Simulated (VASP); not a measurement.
# AlSi2 (I4/mmm) in VASP: notebook, part 2 of 2

VASP 6.6.1. Earlier steps stand in the parts before.

## Step 3: Single point, PBE

This run uses another cell than the first one, of 15.73 Å³/atom.

File INCAR:

```
SYSTEM = AlSi2
  PREC = Accurate
  ENCUT = 520
  EDIFF = 1E-7
  ISMEAR = 0
  SIGMA = 0.1
  LREAL = .FALSE.
  LASPH = .TRUE.
  NELM = 100
  ALGO = Normal
  ISIF = 2
  LWAVE = .FALSE.
  LCHARG = .TRUE.
  GGA = PE
  LELF = .TRUE.
  LVHAR = .TRUE.
  NBANDS = 12
```

File KPOINTS:

```
regular mesh
0
G
  6 6 6
  0 0 0
```

File POSCAR:

```
AlSi2
1.0
   -1.9304852967      1.9304852967      3.1661943940
    1.9304852967     -1.9304852967      3.1661943940
    1.9304852967      1.9304852967     -3.1661943940
Al Si
1 2
Direct
    0.0000000000      0.0000000000      0.0000000000
    0.5930000000      0.5930000000      0.0000000000
    0.4070000000      0.4070000000      0.0000000000
```

Potentials or basis: VASP PAW PBE potentials, release 64 (Al, Si).

Run with:

```
$ cat potpaw_PBE.64/Al/POTCAR potpaw_PBE.64/Si/POTCAR > POTCAR
$ mpirun -np 1 vasp_std > vasp.out
```

OUTCAR:

```text
SYSTEM = AlSi2
   PREC = Accurate
   ENCUT = 520
   EDIFF = 1E-7
   ISMEAR = 0
   LREAL = .FALSE.
   LASPH = .TRUE.
   NELM = 100
   ISIF = 2
   GGA = PE

 ion  position               nearest neighbor table
   1  0.000  0.000  0.000-   2 2.58   3 2.58   2 2.79   3 2.79   2 2.79   2 2.79   2 2.79   3 2.79
                             3 2.79   3 2.79
   2  0.593  0.593  0.000-   3 1.18   1 2.58   1 2.79   1 2.79   1 2.79   1 2.79
   3  0.407  0.407  0.000-   2 1.18   1 2.58   1 2.79   1 2.79   1 2.79   1 2.79

 -----------------------------------------------------------------------------
|                                                                             |
|           W    W    AA    RRRRR   N    N  II  N    N   GGGG   !!!           |
|           W    W   A  A   R    R  NN   N  II  NN   N  G    G  !!!           |
|           W    W  A    A  R    R  N N  N  II  N N  N  G       !!!           |
|           W WW W  AAAAAA  RRRRR   N  N N  II  N  N N  G  GGG   !            |
|           WW  WW  A    A  R   R   N   NN  II  N   NN  G    G                |
|           W    W  A    A  R    R  N    N  II  N    N   GGGG   !!!           |
|                                                                             |
|     The distance between some ions is very small. Please check the          |
|     nearest-neighbor list in the OUTCAR file.                               |
|     I HOPE YOU KNOW WHAT YOU ARE DOING!                                     |
|                                                                             |
[... 540 lines left out ...]
 k-point    24 :      -0.1667   -0.3333    0.1667
  band No.  band energies     occupation
      1      -3.6589      2.00000
      2       2.0783      2.00000
      3       3.6430      2.00000
      4       3.7092      2.00000
      5       6.7993      2.00000
      6       9.6540      0.00000
      7      10.8410      0.00000
      8      10.8953      0.00000
      9      12.5119      0.00000
     10      13.2055      0.00000
     11      14.5922      0.00000
     12      17.4355      0.00000

 [... further k-points ...]
[... 5 lines left out ...]
  --------------------------------------------------------------------------------------
  -------------------------------------------------------------------------------------
  Total       -1.0095182     -1.0095182    134.1617963      0.0000000      0.0000000      0.0000000
  in kB      -34.2684261    -34.2684261   4554.1662801      0.0000000      0.0000000      0.0000000
  external PRESSURE =    1495.2098093 kB  Pullay stress =       0.0000000 kB

 VOLUME and BASIS-vectors are now :
 -----------------------------------------------------------------------------
  energy-cutoff  :      520.00
  volume of cell :       47.20
      direct lattice vectors                 reciprocal lattice vectors
    -1.930485297  1.930485297  3.166194394     0.000000000  0.259002232  0.157918289
     1.930485297 -1.930485297  3.166194394     0.259002232  0.000000000  0.157918289
     1.930485297  1.930485297 -3.166194394     0.259002232  0.259002232  0.000000000

 POSITION                                       TOTAL-FORCE (eV/Angst)
 -----------------------------------------------------------------------------------
      0.00000      0.00000      0.00000         0.000000      0.000000     -0.000000
      0.00000      0.00000      3.75511        -0.000000     -0.000000    114.656051
      0.00000      0.00000      2.57728        -0.000000     -0.000000   -114.656051
 -----------------------------------------------------------------------------------
    total drift:                               -0.000000     -0.000000      0.000000

  FREE ENERGIE OF THE ION-ELECTRON SYSTEM (eV)
  ---------------------------------------------------
  free  energy   TOTEN  =        20.5880483189 eV

  energy  without entropy=       20.5944913526  energy(sigma->0) =       20.59126984
```

stdout:

```text
POSCAR found type information on POSCAR AlSi
 POSCAR found :  2 types and       3 ions
 scaLAPACK will be used
 LDA part: xc-table for (Slater+PW92), standard interpolation
 -----------------------------------------------------------------------------
|                                                                             |
|           W    W    AA    RRRRR   N    N  II  N    N   GGGG   !!!           |
|           W    W   A  A   R    R  NN   N  II  NN   N  G    G  !!!           |
|           W    W  A    A  R    R  N N  N  II  N N  N  G       !!!           |
|           W WW W  AAAAAA  RRRRR   N  N N  II  N  N N  G  GGG   !            |
|           WW  WW  A    A  R   R   N   NN  II  N   NN  G    G                |
|           W    W  A    A  R    R  N    N  II  N    N   GGGG   !!!           |
|                                                                             |
|     The distance between some ions is very small. Please check the          |
|     nearest-neighbor list in the OUTCAR file.                               |
|     I HOPE YOU KNOW WHAT YOU ARE DOING!                                     |
|                                                                             |
 -----------------------------------------------------------------------------

 POSCAR, INCAR and KPOINTS ok, starting setup
 FFT: planning ... GRIDC
 FFT: planning ... GRID_SOFT
 FFT: planning ... GRID
 WAVECAR not read
 entering main loop
```

It took 9.2 s on 1 thread of AMD EPYC 9R45 (Zen 5), shared host; peak memory 0.14 GiB.

What came out:

```
Free energy            : 20.5880 eV
Pressure               : 149.5 GPa
Largest force          : 114.656 eV/Å
Band gap on the k mesh : zero (an odd number of electrons rules out a gap without spin polarisation)
```

Forces on the atoms (eV/Å):
```
Al     0.000    0.000    0.000
Si     0.000    0.000  114.656
Si     0.000    0.000 -114.656
```

Stress tensor (GPa, compression positive):
```
 -3.43   0.00   0.00
  0.00  -3.43   0.00
  0.00   0.00 455.42
```

Caveat: atoms lie so close that the PAW spheres overlap strongly, which falsifies energies and pressures; the cell stands under pressure; forces of over 1 eV/Å act on the atoms, so gaps and moduli don't describe the material at rest.
